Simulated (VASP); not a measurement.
Here is a VASP 6.6.1 calculation.

Contents of INCAR:

```
SYSTEM = MnO
ALGO = Normal ; EDIFF = 1E-6
ENCUT = 600 ; GGA = PS
GGA_COMPAT = .False. ; ISIF = 2
ISMEAR = -1 ; ISPIN = 2
LASPH = .True. ; LCHARG = .False.
LDAU = .True. ; LDAUJ = 0 0
LDAUL = 2 -1 ; LDAUPRINT = 1
LDAUTYPE = 2 ; LDAUU = 4.5 0
LMAXMIX = 4 ; LORBIT = 11
LREAL = .False. ; LWAVE = .False.
MAGMOM = 4 4 0 0 ; NBANDS = 31
NELM = 200 ; PREC = Accurate
SIGMA = 0.15
```

KPOINTS

```
k-points
0
Gamma
  6 6 3
  0 0 0
```

Contents of POSCAR:

```
MnO
1.0
    3.3717000000      0.0000000000      0.0000000000
   -1.6858500000      2.9199780000      0.0000000000
    0.0000000000      0.0000000000      5.3855000000
Mn O
2 2
Direct
    0.3333333333      0.6666666667      0.0109600000
    0.6666666667      0.3333333333      0.5109600000
    0.3633333333      0.6666666667      0.3754700000
    0.6666666667      0.3333333333      0.8754700000
```

Potentials or basis: VASP PAW PBE potentials, release 64 (Mn_pv, O).

The run is started by

```console
$ cat potpaw_PBE.64/Mn_pv/POTCAR potpaw_PBE.64/O/POTCAR > POTCAR
$ mpirun -np 1 vasp_std > vasp.out
```

(1) Predict the pressure.

(2) Estimate the site moments.

(3) Predict the largest force.

(4) Estimate the net moment.

## Answers

(1) 6.4 GPa.

(2) Mn +4.60, +4.59; O +0.10 μB.

(3) 1.048 eV/Å.

(4) 10.00 μB per cell.

Caveat: the stress differs along the axes, from 3 to 12 GPa; the PAW data sets were made with another functional, which shifts forces and pressure a little; the run started ferromagnetic, and an antiferromagnetic order may lie lower in energy.
